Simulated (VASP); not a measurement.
# Sb (Fm-3m) in VASP: settings compared

The runs below take Sb through electric field gradients, with PBEsol, r2SCAN.

Everything below comes from runs of VASP 6.6.1. Logs are shortened: lines on timing, memory, paths and dates and some standing lists are left out, and cuts for length are marked.

## Step 1: The cell of the first run

Symmetry: Fm-3m, No. 225, cubic system. Conventional cell: a = 4.610 Å, b = 4.610 Å, c = 4.610 Å, α = 90.00°, β = 90.00°, γ = 90.00°. Within 4.3 Å of Sb (site symmetry m-3m) lie 12 Sb at 3.26 Å.

This isn't the form of Sb at room conditions, which is rhombohedral.

## Step 2: Electric field gradients, PBEsol

Input file INCAR:

```
SYSTEM = Sb
PREC     = Accurate       ! precision mode
ENCUT    = 400            ! plane-wave cutoff, eV
EDIFF    = 1E-8           ! SCF threshold, eV
ISMEAR   = -1             ! smearing method
SIGMA    = 0.05           ! smearing width, eV
LREAL    = .FALSE.        ! projectors in reciprocal space
LASPH    = .TRUE.         ! aspherical terms in the spheres
NELM     = 120            ! most SCF steps
ALGO     = Normal         ! electronic algorithm
ISIF     = 2              ! what is computed and relaxed
LWAVE    = .FALSE.        ! write WAVECAR
LCHARG   = .FALSE.        ! write CHGCAR
GGA      = PS             ! functional
LEFG     = .TRUE.       
NBANDS   = 8              ! bands
GGA_COMPAT= .FALSE.
```

Input file KPOINTS:

```
Automatic mesh
0
G
  12 12 12
  0 0 0
```

Input file POSCAR:

```
Sb
1.0
    0.0000000000      2.3050000000      2.3050000000
    2.3050000000      0.0000000000      2.3050000000
    2.3050000000      2.3050000000      0.0000000000
Sb
1
Direct
    0.0000000000      0.0000000000      0.0000000000
```

Potentials or basis: VASP PAW PBE potentials, release 64 (Sb).

Started as:

```
cat potpaw_PBE.64/Sb/POTCAR > POTCAR
mpirun -np 1 vasp_std > vasp.out
```

OUTCAR:

```text
SYSTEM = Sb
   PREC = Accurate
   ENCUT = 400
   EDIFF = 1E-8
   ISMEAR = -1
   LREAL = .FALSE.
   LASPH = .TRUE.
   NELM = 120
   ISIF = 2
   GGA = PS

 ion  position               nearest neighbor table
   1  0.000  0.000  0.000-

  LATTYP: Found a face centered cubic cell.
 ALAT       =     4.6100000000

  Lattice vectors:

 A1 = (   0.0000000000,   2.3050000000,   2.3050000000)
 A2 = (   2.3050000000,   0.0000000000,   2.3050000000)
 A3 = (   2.3050000000,   2.3050000000,   0.0000000000)

Analysis of symmetry for initial positions (statically):
=====================================================================
 Subroutine PRICEL returns:
 Original cell was already a primitive cell.

 Routine SETGRP: Setting up the symmetry group for a
 face centered cubic supercell.

 Subroutine GETGRP returns: Found 48 space group operations
 (whereof 48 operations were pure point group operations)
 out of a pool of 48 trial point group operations.

The static configuration has the point symmetry O_h .

Analysis of symmetry for dynamics (positions and initial velocities):
=====================================================================
 Subroutine PRICEL returns:
 Original cell was already a primitive cell.

 Routine SETGRP: Setting up the symmetry group for a
 face centered cubic supercell.

 Subroutine GETGRP returns: Found 48 space group operations
 (whereof 48 operations were pure point group operations)
 out of a pool of 48 trial point group operations.

The dynamic configuration has the point symmetry O_h .

 Subroutine INISYM returns: Found 48 space group operations
 (whereof 48 operations are pure point group operations),
 and found     1 'primitive' translations

----------------------------------------------------------------------------------------

                                     Primitive cell

  volume of cell :      24.4930

  direct lattice vectors                    reciprocal lattice vectors
     0.000000000  2.305000000  2.305000000    -0.216919740  0.216919740  0.216919740
     2.305000000  0.000000000  2.305000000     0.216919740 -0.216919740  0.216919740
     2.305000000  2.305000000  0.000000000     0.216919740  0.216919740 -0.216919740

[... 118 lines left out ...]

 number of electron       4.9999999 magnetization

 Free energy of the ion-electron system (eV)
  ---------------------------------------------------
  ext. energy  EPLUGINS =         0.00000000
  ---------------------------------------------------
  free energy    TOTEN  =        -4.27032621 eV

  energy without entropy =       -4.26395631  energy(sigma->0) =       -4.26714126

 E-fermi :   9.7233     XC(G=0): -10.7483

 val. band max:        9.6320741242   @ k =   0.5000   0.4167   0.0833
 cond. band min:       9.7437589727   @ k =   0.5000   0.2500   0.0833
 fundamental gap:      0.1116848484
 Fermi energy:         9.7233451067

 k-point     1 :       0.0000    0.0000    0.0000
  band No.  band energies     occupation
      1      -4.0570      2.00000
      2      15.7035      0.00000
      3      15.7035      0.00000
      4      15.7035      0.00000
      5      19.9007      0.00000
      6      19.9792      0.00000
      7      19.9792      0.00000
      8      19.9792      0.00000
[... 243 lines left out ...]
 k-point    24 :      -0.4167    0.1667    0.0000
  band No.  band energies     occupation
      1       0.6165      2.00000
      2       3.9008      2.00000
      3      10.2496      0.00005
      4      12.8225      0.00000
      5      16.5390      0.00000
      6      20.7356      0.00000
      7      21.0540      0.00000
      8      24.1298      0.00000

 [... further k-points ...]

------------------------ aborting loop because EDIFF is reached ----------------------------------------

  FORCE on cell =-STRESS in cart. coord.  units (eV):
  Direction    XX          YY          ZZ          XY          YZ          ZX
  --------------------------------------------------------------------------------------
  -------------------------------------------------------------------------------------
  Total        0.7925059      0.7925059      0.7925059      0.0000000     -0.0000000     -0.0000000
  in kB       51.8406333     51.8406333     51.8406333      0.0000000     -0.0000000     -0.0000000
  external PRESSURE =      51.8406333 kB  Pullay stress =       0.0000000 kB

 VOLUME and BASIS-vectors are now :
 -----------------------------------------------------------------------------
  energy-cutoff  :      400.00
  volume of cell :       24.49
      direct lattice vectors                 reciprocal lattice vectors
     0.000000000  2.305000000  2.305000000    -0.216919740  0.216919740  0.216919740
     2.305000000  0.000000000  2.305000000     0.216919740 -0.216919740  0.216919740
     2.305000000  2.305000000  0.000000000     0.216919740  0.216919740 -0.216919740

 POSITION                                       TOTAL-FORCE (eV/Angst)
 -----------------------------------------------------------------------------------
      0.00000      0.00000      0.00000         0.000000     -0.000000      0.000000
 -----------------------------------------------------------------------------------
    total drift:                                0.000000      0.000000     -0.000000

  FREE ENERGIE OF THE ION-ELECTRON SYSTEM (eV)
  ---------------------------------------------------
  free  energy   TOTEN  =        -4.2703262104 eV

  energy  without entropy=       -4.2639563050  energy(sigma->0) =       -4.26714126

 Electric field gradients (V/A^2)
---------------------------------------------------------------------
 ion       V_xx      V_yy      V_zz      V_xy      V_xz      V_yz
---------------------------------------------------------------------
   1       0.000     0.000    -0.000     0.000     0.000     0.000
---------------------------------------------------------------------

 Electric field gradients after diagonalization (V/A^2)
 (convention: |V_zz| > |V_xx| > |V_yy|)
----------------------------------------------------------------------
 ion       V_xx      V_yy      V_zz     asymmetry (V_yy - V_xx)/ V_zz
----------------------------------------------------------------------
   1      -0.000    -0.000     0.000       0.000
----------------------------------------------------------------------

           NMR quadrupolar parameters

 Cq : quadrupolar parameter    Cq=e*Q*V_zz/h
 eta: asymmetry parameters     (V_yy - V_xx)/ V_zz
 Q  : nuclear electric quadrupole moment in mb (millibarn)
----------------------------------------------------------------------
 ion       Cq(MHz)       eta       Q (mb)
----------------------------------------------------------------------
   1       0.000       0.000       1.000
----------------------------------------------------------------------
```

OSZICAR:

```text
N       E                     dE             d eps       ncg     rms          rms(c)
DAV:   1     0.290791462518E+01    0.29079E+01   -0.13964E+03  1168   0.320E+02
DAV:   2    -0.421096473512E+01   -0.71189E+01   -0.68279E+01  1600   0.472E+01
DAV:   3    -0.427758680606E+01   -0.66622E-01   -0.66486E-01  1432   0.511E+00
DAV:   4    -0.427774915162E+01   -0.16235E-03   -0.16234E-03  1808   0.293E-01
DAV:   5    -0.427774943505E+01   -0.28343E-06   -0.28331E-06  1448   0.698E-03    0.197E+00
DAV:   6    -0.427306911595E+01    0.46803E-02   -0.14580E-03  1472   0.181E-01    0.114E+00
DAV:   7    -0.427033487869E+01    0.27342E-02   -0.30736E-03  1344   0.261E-01    0.330E-02
DAV:   8    -0.427032676189E+01    0.81168E-05   -0.29321E-05  1616   0.432E-02    0.746E-03
DAV:   9    -0.427032655048E+01    0.21141E-06   -0.37335E-07  1632   0.422E-03    0.118E-03
DAV:  10    -0.427032633556E+01    0.21492E-06   -0.56565E-08  1456   0.126E-03    0.156E-03
DAV:  11    -0.427032621565E+01    0.11991E-06   -0.70242E-10  1376   0.218E-04    0.241E-04
DAV:  12    -0.427032621037E+01    0.52779E-08   -0.84169E-11   936   0.521E-05
   1 F= -.42703262E+01 E0= -.42671413E+01  d E =-.636991E-02
```

stdout:

```text
POSCAR found type information on POSCAR Sb
 POSCAR found :  1 types and       1 ions
 scaLAPACK will be used
 -----------------------------------------------------------------------------
|                                                                             |
|                                                                             |
|     You enforced a specific xc type in the INCAR file but a different       |
|     I HOPE YOU KNOW WHAT YOU ARE DOING!                                     |
|                                                                             |
 -----------------------------------------------------------------------------

 LDA part: xc-table for (Slater+PW92), standard interpolation
 POSCAR, INCAR and KPOINTS ok, starting setup
 FFT: planning ... GRIDC
 FFT: planning ... GRID_SOFT
 FFT: planning ... GRID
 WAVECAR not read
 entering main loop
ion   1
```

Wall time 10 s (1 thread of AMD EPYC 7R43 (Zen 3), shared host); peak memory 0.1 GiB.

What came out:

```
Free energy                             : -4.2703 eV
Pressure                                : 5.2 GPa
Band gap on the k mesh                  : zero (an odd number of electrons rules out a gap without spin polarisation)
Largest electric field gradient by atom : zero within the noise of the run
```

Levels at points of the mesh, in eV from the Fermi level:
```
           k point  band 1  band 2  band 3  band 4  band 5
(0.00, 0.00, 0.00)  -13.78    5.98    5.98    5.98   10.18
(0.50, 0.00, 0.00)   -9.47   -6.52    4.04    4.04    8.77
(0.50, 0.50, 0.00)   -7.56   -5.52    0.33    0.33    4.17
```

Caveat: the cell stands under pressure; the PAW data sets were made with another functional, which shifts forces and pressure a little; spin-orbit coupling is left out, which moves the levels of the heavy elements.

## Step 3: Electric field gradients, r2SCAN

POSCAR is that of step 2.

Input file INCAR.step1:

```
PREC     = Accurate       # precision mode
ENCUT    = 440            # plane-wave cutoff, eV
ISMEAR   = -1             # smearing method
SIGMA    = 0.05           # smearing width, eV
LREAL    = False          # projectors in reciprocal space
LASPH    = True           # aspherical terms in the spheres
NELM     = 120            # most SCF steps
NBANDS   = 8              # bands
GGA      = PE             # functional
ALGO     = Normal         # electronic algorithm
EDIFF    = 1E-5           # SCF threshold, eV
LWAVE    = True           # write WAVECAR
LCHARG   = False          # write CHGCAR
GGA_COMPAT= False
```

Input file INCAR.step2:

```
PREC     = Accurate       # precision mode
ENCUT    = 440            # plane-wave cutoff, eV
EDIFF    = 1E-8           # SCF threshold, eV
ISMEAR   = -1             # smearing method
SIGMA    = 0.05           # smearing width, eV
LREAL    = False          # projectors in reciprocal space
LASPH    = True           # aspherical terms in the spheres
NELM     = 120            # most SCF steps
ALGO     = Normal         # electronic algorithm
ISIF     = 2              # what is computed and relaxed
LWAVE    = False          # write WAVECAR
LCHARG   = False          # write CHGCAR
METAGGA  = R2SCAN         # meta-GGA
LMIXTAU  = True         
LEFG     = True         
NBANDS   = 8              # bands
ISTART   = 1            
GGA_COMPAT= False
```

Input file KPOINTS:

```
regular mesh
0
Gamma
  12 12 12
```

Potentials or basis: VASP PAW PBE potentials, release 64 (Sb).

Started as:

```
cat potpaw_PBE.64/Sb/POTCAR > POTCAR
cp INCAR.step1 INCAR
mpirun -np 1 vasp_std > vasp.out
cp INCAR.step2 INCAR
mpirun -np 1 vasp_std > vasp.out
```

OUTCAR:

```text
PREC = Accurate
   ENCUT = 440
   EDIFF = 1E-8
   ISMEAR = -1
   LREAL = False
   LASPH = True
   NELM = 120
   ISIF = 2
   METAGGA = R2SCAN
   ISTART = 1

 ion  position               nearest neighbor table
   1  0.000  0.000  0.000-

  LATTYP: Found a face centered cubic cell.
 ALAT       =     4.6100000000

  Lattice vectors:

 A1 = (   0.0000000000,   2.3050000000,   2.3050000000)
[... 471 lines left out ...]
    total drift:                                0.000000      0.000000      0.000000

  FREE ENERGIE OF THE ION-ELECTRON SYSTEM (eV)
  ---------------------------------------------------
  free  energy   TOTEN  =       -25.1701247726 eV

  energy  without entropy=      -25.1646666774  energy(sigma->0) =      -25.16739573

 Electric field gradients (V/A^2)
---------------------------------------------------------------------
 ion       V_xx      V_yy      V_zz      V_xy      V_xz      V_yz
---------------------------------------------------------------------
   1      -0.000    -0.000    -0.000     0.000     0.000     0.000
---------------------------------------------------------------------

 Electric field gradients after diagonalization (V/A^2)
 (convention: |V_zz| > |V_xx| > |V_yy|)
----------------------------------------------------------------------
 ion       V_xx      V_yy      V_zz     asymmetry (V_yy - V_xx)/ V_zz
----------------------------------------------------------------------
   1      -0.000    -0.000     0.000       0.000
----------------------------------------------------------------------

           NMR quadrupolar parameters

 Cq : quadrupolar parameter    Cq=e*Q*V_zz/h
 eta: asymmetry parameters     (V_yy - V_xx)/ V_zz
 Q  : nuclear electric quadrupole moment in mb (millibarn)
----------------------------------------------------------------------
 ion       Cq(MHz)       eta       Q (mb)
----------------------------------------------------------------------
   1       0.000       0.000       1.000
----------------------------------------------------------------------
```

Run time: 73 s. Hardware: 1 thread of AMD EPYC 7R43 (Zen 3), shared host; peak memory 0.11 GiB.

What came out:

```yaml
Free_energy: -25.1701 eV
Pressure: 7.9 GPa
Band_gap_on_the_k_mesh: zero (an odd number of electrons rules out a gap without spin polarisation)
Largest_electric_field_gradient_by_atom: zero within the noise of the run
```

Caveat: the cell stands under pressure; the PAW data sets were made with another functional, which shifts forces and pressure a little; spin-orbit coupling is left out, which moves the levels of the heavy elements.
